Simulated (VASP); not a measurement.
Si3N4: single point with r2SCAN

Si3N4:

```xyz
14
Lattice="0.0000 3.7947 3.7947 3.7947 0.0000 3.7947 3.7947 3.7947 0.0000" Properties=species:S:1:pos:R:3 pbc="T T T"
Si    4.7434    4.7434    4.7434
Si    4.7434    2.8460    2.8460
Si    2.8460    2.8460    4.7434
Si    2.8460    4.7434    2.8460
Si    0.0000    0.0000    0.0000
Si    1.8973    1.8973    1.8973
N     2.8900    2.8900    2.8900
N     6.5967    4.7874    4.7874
N     4.6993    4.6993    2.8900
N     4.7874    6.5967    4.7874
N     2.8900    4.6993    4.6993
N     6.5967    6.5967    6.5967
N     4.6993    2.8900    4.6993
N     4.7874    4.7874    6.5967
```

| Quantity | Value |
| --- | --- |
| Program | VASP 6.6.1 |
| Task | single point |
| Functional | r2SCAN |
| Potentials or basis | VASP PAW PBE potentials, release 64 (Si, N) |
| Cutoff | 520 eV |
| k mesh | 6 × 6 × 6 |
| Occupations | fermi-dirac, width 0.0439 eV |
| Spin | no spin polarisation |

The pressure is 19.5 GPa. The largest force is 1.000 eV/Å. The band gap on the k mesh is 4.24 eV, indirect (least direct gap 4.25 eV).

Forces on the atoms (eV/Å):
```
Si   0.000  0.000  0.000
Si   0.000  0.000  0.000
Si   0.000  0.000  0.000
Si   0.000  0.000  0.000
Si   0.000  0.000  0.000
Si   0.000  0.000  0.000
N    0.578  0.578  0.578
N   -0.578  0.578  0.578
N   -0.578 -0.578  0.578
N    0.578 -0.578  0.578
N    0.578 -0.578 -0.578
N   -0.578 -0.578 -0.578
N   -0.578  0.578 -0.578
N    0.578  0.578 -0.578
```

Levels at points of the mesh, in eV from the valence-band top:
```
           k point  band 30  band 31  band 32  band 33  band 34  band 35
(0.00, 0.00, 0.00)    -0.01    -0.01    -0.01     4.24     4.24     4.24
(0.50, 0.00, 0.00)    -0.50    -0.43    -0.43     6.03     6.74     6.74
(0.50, 0.50, 0.00)    -1.27    -0.55    -0.55     7.82     7.82     8.12
```

It took 4.9 min on 1 thread of AMD EPYC 7R13 Processor (Zen 3), on a shared host, peak memory 0.24 GiB.

Caveat: the PAW data sets were made with another functional, which shifts forces and pressure a little. A k mesh can miss the band edges.
